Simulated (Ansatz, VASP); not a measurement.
Mg5Te in VASP and in Ansatz

INCAR

```
  PREC = Accurate
  ENCUT = 520
  EDIFF = 1E-7
  ISMEAR = 0
  SIGMA = 0.1
  LREAL = F
  LASPH = T
  NELM = 60
  ALGO = Fast
  ISIF = 2
  LWAVE = F
  LCHARG = F
  GGA = PE
  NBANDS = 17
```

The input KPOINTS:

```
regular mesh
0
Gamma
  12 12 6
```

The input POSCAR:

```
Mg5Te
1.0
    5.4039452847      0.0000000000      0.0000000000
   -2.7019726423      4.6799538972      0.0000000000
    0.0000000000      0.0000000000      6.3729571622
Mg Te
5 1
Direct
    0.3333333333      0.6666666667      0.0000000000
    0.6666666667      0.3333333333      0.0000000000
    0.3333333333      0.6666666667      0.5000000000
    0.6666666667      0.3333333333      0.5000000000
    0.0000000000      0.0000000000      0.5000000000
    0.0000000000      0.0000000000      0.0000000000
```

Input for Ansatz:

```yaml
crystal:
  lattice:
    - [5.4039452847, 0.0, 0.0]
    - [-2.7019726423, 4.6799538972, 0.0]
    - [0.0, 0.0, 6.3729571622]
  atoms:
    - { symbol: Mg, position: [0.3333333333, 0.6666666667, 0.0] }
    - { symbol: Mg, position: [0.6666666667, 0.3333333333, 0.0] }
    - { symbol: Mg, position: [0.3333333333, 0.6666666667, 0.5] }
    - { symbol: Mg, position: [0.6666666667, 0.3333333333, 0.5] }
    - { symbol: Mg, position: [0.0, 0.0, 0.5] }
    - { symbol: Te, position: [0.0, 0.0, 0.0] }
basis:
  ecutwfc: 420
kpoints:
  mp_grid: { grid: [12, 12, 6] }
  band_path:
    path:
      - [[0.0, 0.0, 0.0], [0.5, 0.0, 0.0], [0.33333333, 0.33333333, 0.0], [0.0, 0.0, 0.0], [0.0, 0.0, 0.5], [0.5, 0.0, 0.5], [0.33333333, 0.33333333, 0.5], [0.0, 0.0, 0.5]]
      - [[0.5, 0.0, 0.5], [0.5, 0.0, 0.0]]
      - [[0.33333333, 0.33333333, 0.5], [0.33333333, 0.33333333, 0.0]]
    npoints: 14
hamiltonian:
  xc: pbe
scf:
  occupations: { method: gaussian, width: 0.1 }
  n_extra_bands: 15
output:
  forces: true
  stress: true
  eigenvalues: true
  populations: true
  dos: { projected: true, de: 0.02, nscf_kmesh: { grid: [15, 15, 8] } }
  bader: true
  write_density: true
  write_potential: true
  elf: true
  volumetric_format: npy
```

Alike in both runs: task single point; functional PBE; k mesh 12 × 12 × 6; occupations gaussian, width 0.1 eV; no spin polarisation.

|  | VASP | Ansatz |
| --- | --- | --- |
| version | VASP 6.6.1 | Ansatz 0.2.0 |
| potentials or method | VASP PAW PBE potentials, release 64 (Mg, Te), cutoff 520 eV | scalar-relativistic, plane waves, PAW |
| valence electrons in the cell | 16 | 66 |

```csv
,VASP,Ansatz,Ansatz less VASP
gap on the k mesh at the Fermi level (eV),none,none,-
pressure (GPa),-0.1,0.0,+0.07
```

A gap of «none» marks a metal or a gap that the smearing closes. VASP's potentials hold 16 valence electrons a cell and Ansatz's 66, so a difference there can come from the potentials and not from the codes.

Spin-orbit coupling is off throughout.
